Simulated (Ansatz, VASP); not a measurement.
Two plane-wave programs on LiH

The input POSCAR:

```
LiH
1.0
    0.0000000000      2.0528250000      2.0325000000
    2.0325000000      0.0000000000      2.0325000000
    2.0325000000      2.0528250000      0.0000000000
Li H
1 1
Direct
    0.0000000000      0.0000000000      0.0000000000
    0.5000000000      0.5000000000      0.5000000000
```

The input INCAR.step1:

```
PREC = Accurate
ENCUT = 520
ISMEAR = 0
SIGMA = 0.05
LREAL = F
LASPH = T
NELM = 80
NBANDS = 9
GGA = PE
ALGO = Normal
EDIFF = 1E-4
LWAVE = T
LCHARG = F
```

Contents of INCAR.step2:

```
PREC = Accurate
ENCUT = 520
EDIFF = 1E-6
ISMEAR = 0
SIGMA = 0.05
LREAL = F
LASPH = T
NELM = 80
ALGO = Normal
ISIF = 2
LWAVE = F
LCHARG = T
METAGGA = R2SCAN
LMIXTAU = T
LELF = T
LVHAR = T
NBANDS = 9
ISTART = 1
```

File KPOINTS:

```
Automatic mesh
0
Gamma
  10 10 10
```

Input for Ansatz:

```yaml
crystal:
  lattice:
    - [0.0, 2.052825, 2.0325]
    - [2.0325, 0.0, 2.0325]
    - [2.0325, 2.052825, 0.0]
  atoms:
    - { symbol: Li, position: [0.0, 0.0, 0.0] }
    - { symbol: H, position: [0.5, 0.5, 0.5] }
basis:
  ecutwfc: 500
kpoints:
  mp_grid: { grid: [10, 10, 10] }
hamiltonian:
  xc: r2scan
scf:
  occupations: { method: gaussian, width: 0.05 }
output:
  forces: true
  stress: true
  eigenvalues: true
```

Change from the starting cell: strain +0.0100 x Voigt [0, 1, 0, 0, 0, 0], atoms carried along.

Alike in both runs: task single point; functional r2SCAN; k mesh 10 × 10 × 10; occupations gaussian, width 0.05 eV; no spin polarisation.

|  | VASP | Ansatz |
| --- | --- | --- |
| version | VASP 6.6.1 | Ansatz 0.2.0 |
| potentials or method | VASP PAW PBE potentials, release 64 (Li_sv, H), cutoff 520 eV | scalar-relativistic, plane waves, PAW |
| valence electrons in the cell | 4 | 4 |

|  | VASP | Ansatz | Ansatz less VASP |
| --- | --- | --- | --- |
| gap on the k mesh at the Fermi level (eV) | 3.50 | 3.55 | +0.049 |
| least direct gap on the mesh (eV) | 3.57 | 3.62 | +0.051 |

VASP's potentials were made for PBE, not for r2SCAN. With one functional, cell and mesh, what is left measures potentials, basis and numerics.

Noted on VASP's run: the cutoff is under 1.25 times that of the potentials, so the pressure is a little rough.
